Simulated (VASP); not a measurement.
# Sn in VASP: a series of runs, part 2 of 2

VASP 6.6.1. Earlier steps stand in the parts before.

### Step 5. Single point, PBEsol

This run uses another cell than the first one, of 21.29 Å³/atom.

INCAR

```
SYSTEM = Sn
  ALGO = Normal
  EDIFF = 1E-6
  ENCUT = 520
  GGA = PS
  ISIF = 2
  ISMEAR = -1
  LASPH = .True.
  LCHARG = .False.
  LREAL = .False.
  LWAVE = .False.
  NBANDS = 13
  NELM = 100
  PREC = Accurate
  SIGMA = 0.05
```

KPOINTS

```
k-points
0
Gamma
  11 11 11
  0 0 0
```

POSCAR

```
Sn
1.0
   -1.5324160968      1.5323797913      2.2670970279
    1.5324160968     -1.5323797913      2.2670970279
    1.5324160968      1.5323797913     -2.2670970279
Sn
1
Direct
    0.0000000000      0.0000000000      0.0000000000
```

Potentials or basis: VASP PAW PBE potentials, release 64 (Sn_d).

Started as:

```sh
cat potpaw_PBE.64/Sn_d/POTCAR > POTCAR
mpirun -np 1 vasp_std > vasp.out
```

OUTCAR:

```text
SYSTEM = Sn
   EDIFF = 1E-6
   ENCUT = 520
   GGA = PS
   ISIF = 2
   ISMEAR = -1
   LASPH = .True.
   LREAL = .False.
   NELM = 100
   PREC = Accurate

 ion  position               nearest neighbor table
   1  0.000  0.000  0.000-

  LATTYP: Found a body centered orthorhombic cell.
 ALAT       =     3.0647595826
 B/A-ratio  =     1.0000236922
 C/A-ratio  =     1.4794615805

  Lattice vectors:

 A1 = (   1.5324160968,  -1.5323797913,  -2.2670970279)
 A2 = (  -1.5324160968,   1.5323797913,  -2.2670970279)
[... 564 lines left out ...]
 [... further k-points ...]

------------------------ aborting loop because EDIFF is reached ----------------------------------------

  FORCE on cell =-STRESS in cart. coord.  units (eV):
  Direction    XX          YY          ZZ          XY          YZ          ZX
  --------------------------------------------------------------------------------------
  -------------------------------------------------------------------------------------
  Total        2.6515735      2.6522956      2.6521849     -0.0000000      0.0000000      0.0000000
  in kB      199.4991440    199.5534717    199.5451452     -0.0000000      0.0000000      0.0000000
  external PRESSURE =     199.5325870 kB  Pullay stress =       0.0000000 kB

 VOLUME and BASIS-vectors are now :
 -----------------------------------------------------------------------------
  energy-cutoff  :      520.00
  volume of cell :       21.29
      direct lattice vectors                 reciprocal lattice vectors
    -1.532416097  1.532379791  2.267097028     0.000000000  0.326289868  0.220546361
     1.532416097 -1.532379791  2.267097028     0.326282138  0.000000000  0.220546361
     1.532416097  1.532379791 -2.267097028     0.326282138  0.326289868  0.000000000

 POSITION                                       TOTAL-FORCE (eV/Angst)
 -----------------------------------------------------------------------------------
      0.00000      0.00000      0.00000         0.000000      0.000000      0.000000
 -----------------------------------------------------------------------------------
    total drift:                                0.000000     -0.000000      0.000000

  FREE ENERGIE OF THE ION-ELECTRON SYSTEM (eV)
  ---------------------------------------------------
  free  energy   TOTEN  =        -3.9773213985 eV

  energy  without entropy=       -3.9737742679  energy(sigma->0) =       -3.97554783
```

OSZICAR:

```text
N       E                     dE             d eps       ncg     rms          rms(c)
DAV:   1     0.785575977855E+02    0.78558E+02   -0.71154E+03  5914   0.175E+03
DAV:   2     0.908815248298E+00   -0.77649E+02   -0.74745E+02  5931   0.343E+02
DAV:   3    -0.392398249881E+01   -0.48328E+01   -0.48156E+01  6624   0.696E+01
DAV:   4    -0.401201753207E+01   -0.88035E-01   -0.88014E-01  6899   0.976E+00
DAV:   5    -0.401464514842E+01   -0.26276E-02   -0.26275E-02  7193   0.166E+00    0.213E+00
DAV:   6    -0.398831343378E+01    0.26332E-01   -0.18809E-02  7235   0.281E+00    0.116E+00
DAV:   7    -0.397791587567E+01    0.10398E-01   -0.11518E-02  7734   0.207E+00    0.146E-01
DAV:   8    -0.397732140069E+01    0.59447E-03   -0.87015E-04  7026   0.548E-01    0.187E-02
DAV:   9    -0.397732147101E+01   -0.70321E-07   -0.17926E-05  7892   0.577E-02    0.105E-02
DAV:  10    -0.397732139854E+01    0.72471E-07   -0.93061E-07  5247   0.160E-02
   1 F= -.39773214E+01 E0= -.39755478E+01  d E =-.354713E-02
```

Run time: 17 s. Hardware: 1 thread of Intel Xeon 6975P-C (Granite Rapids), shared host; peak memory 0.18 GiB.

Results:

```yaml
Free_energy: -3.9773 eV
Pressure: 20.0 GPa
Band_gap_on_the_k_mesh: zero (bands 7 and 8 overlap by 12.47 eV)
```

Levels at points of the mesh, in eV from the Fermi level:
```tsv
k point	band 3	band 4	band 5	band 6	band 7	band 8	band 9	band 10	band 11	band 12
(0.00, 0.00, 0.00)	-21.64	-21.53	-21.46	-13.17	9.81	9.81	9.94	10.81	13.50	13.64
```

Caveat: the cell stands under pressure; the PAW data sets were made with another functional, which shifts forces and pressure a little; spin-orbit coupling is left out, which moves the levels of the heavy elements.

### Step 6. Single point, PBEsol

This run uses another cell than the first one, of 23.18 Å³/atom.

INCAR

```
SYSTEM = Sn
  PREC = Accurate
  ENCUT = 520
  EDIFF = 1E-6
  ISMEAR = -1
  SIGMA = 0.05
  LREAL = .FALSE.
  LASPH = .TRUE.
  NELM = 60
  ALGO = Normal
  ISIF = 2
  LWAVE = .FALSE.
  LCHARG = .TRUE.
  GGA = PS
  LELF = .TRUE.
  LVHAR = .TRUE.
  NBANDS = 13
```

KPOINTS

```
Automatic mesh
0
G
  11 11 11
  0 0 0
```

POSCAR

```
Sn
1.0
   -1.6204852948      1.6204370680      2.2070840116
    1.6204852948     -1.6204370680      2.2070840116
    1.6204852948      1.6204370680     -2.2070840116
Sn
1
Direct
    0.0000000000      0.0000000000      0.0000000000
```

Potentials or basis: VASP PAW PBE potentials, release 64 (Sn_d).

Started as:

```sh
cat potpaw_PBE.64/Sn_d/POTCAR > POTCAR
mpirun -np 1 vasp_std > vasp.out
```

It took 16 s on 1 thread of Intel Xeon 6975P-C (Granite Rapids), shared host; peak memory 0.18 GiB.

It converged, with:

| Property | Result |
| --- | --- |
| Free energy | -4.1474 eV |
| Pressure | 9.9 GPa |
| Band gap on the k mesh | zero (bands 7 and 8 overlap by 11.33 eV) |

Levels at points of the mesh, in eV from the Fermi level:
```
           k point  band 3  band 4  band 5  band 6  band 7  band 8  band 9  band 10  band 11  band 12
(0.00, 0.00, 0.00)  -21.51  -21.43  -21.39  -12.39    9.03    9.13    9.13    10.80    12.92    12.92
```

Caveat: the cell stands under pressure; the PAW data sets were made with another functional, which shifts forces and pressure a little; spin-orbit coupling is left out, which moves the levels of the heavy elements.

### Step 7. Summary

| level | cell | gap on the mesh (eV) | pressure (GPa) |
| --- | --- | --- | --- |
| BLYP+D3(BJ) | a = 3.377 Å, angles 118.9, 119.0, 91.8°, 1 atom | none | 0.0 |
| BLYP+D4 | a = 3.399 Å, angles 119.1, 119.1, 91.6°, 1 atom | none | 0.0 |
| PBEsol | a = 3.044 Å, angles 120.0, 120.0, 90.0°, 1 atom | none | 30.0 |
| PBEsol | a = 3.136 Å, angles 121.5, 121.5, 87.4°, 1 atom | none | 20.0 |
| PBEsol | a = 3.182 Å, angles 118.8, 118.8, 92.2°, 1 atom | none | 9.9 |

Alike in all rows: task single point; potentials or basis VASP PAW PBE potentials, release 64 (Sn_d); no spin polarisation; k mesh 11 × 11 × 11; cutoff (eV) 520; smearing fermi-dirac 0.05 eV.

Caveats: the PAW data sets were made with another functional, which shifts forces and pressure a little; spin-orbit coupling is left out, which moves the levels of the heavy elements; the cell stands under pressure (at least some runs).

Total energies depend on the potentials used, so only differences within one code and one set of settings carry meaning.
